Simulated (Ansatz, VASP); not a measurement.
# Si2Sn in VASP and in Ansatz

```
Si Sn
1.0
     0.00000    3.28122    3.28122
     3.28122    0.00000    3.28122
     3.28122    3.28122    0.00000
Si Sn
2 1
Direct
  0.25000 0.25000 0.25000
  0.75000 0.75000 0.75000
  0.00000 0.00000 0.00000
```

Alike in both runs: functional PBE; k mesh 12 × 12 × 12; occupations gaussian, width 0.1 eV; no spin polarisation.

Ansatz relaxed the structure, and its values are those at the end. VASP's run is a single point on that final structure, the one shown.

|  | VASP | Ansatz |
| --- | --- | --- |
| version | VASP 6.6.1 | Ansatz 0.2.0 |
| potentials or method | VASP PAW PBE potentials, release 64 (Si, Sn_d), cutoff 520 eV | scalar-relativistic, plane waves, PAW |
| valence electrons in the cell | 22 | 22 |

```tsv
	VASP	Ansatz	Ansatz less VASP
gap on the k mesh at the Fermi level (eV)	none	none	-
pressure (GPa)	0.0	0.0	+0.03
```

A gap of «none» marks a metal or a gap that the smearing closes.
